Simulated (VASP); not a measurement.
A run of VASP 6.6.1 is set up as follows.

Contents of INCAR:

```
SYSTEM = Sb
PREC     = Accurate       ! precision mode
ENCUT    = 500            ! plane-wave cutoff, eV
EDIFF    = 1E-6           ! SCF threshold, eV
ISMEAR   = -1             ! smearing method
SIGMA    = 0.05           ! smearing width, eV
LREAL    = .False.        ! projectors in reciprocal space
LASPH    = .True.         ! aspherical terms in the spheres
NELM     = 120            ! most SCF steps
ALGO     = Normal         ! electronic algorithm
ISIF     = 2              ! what is computed and relaxed
LWAVE    = .False.        ! write WAVECAR
LCHARG   = .True.         ! write CHGCAR
GGA      = B5             ! functional
ALDAX    = 1.0          
AGGAX    = 1.0          
AGGAC    = 1.0          
ALDAC    = 0.0          
LELF     = .True.         ! ELF
LVHAR    = .True.       
NBANDS   = 22             ! bands
GGA_COMPAT= .False.
```

The input KPOINTS:

```
Automatic mesh
0
Gamma
  8 8 8
  0 0 0
```

The input POSCAR:

```
Sb
1.0
    2.1542000000      1.2437279499      3.7580000000
   -2.1542000000      1.2437279499      3.7580000000
    0.0000000000     -2.4874558998      3.7580000000
Sb
2
Direct
    0.7665100000      0.7665100000      0.7665100000
    0.2334900000      0.2334900000      0.2334900000
```

Potentials or basis: VASP PAW PBE potentials, release 64 (Sb_d_GW).

Run with:

```sh
$ cat potpaw_PBE.64/Sb_d_GW/POTCAR > POTCAR
$ mpirun -np 1 vasp_std > vasp.out
```

Task: Estimate the largest force.

Result: 0.142 eV/Å.

Task: Estimate the pressure.

Result: 6.9 GPa.

Forces in eV/Å, atoms in the order of the input:
```
Sb   0.000  0.000 -0.142
Sb   0.000  0.000  0.142
```

Caveat: the cell stands under pressure; the PAW data sets were made with another functional, which shifts forces and pressure a little.
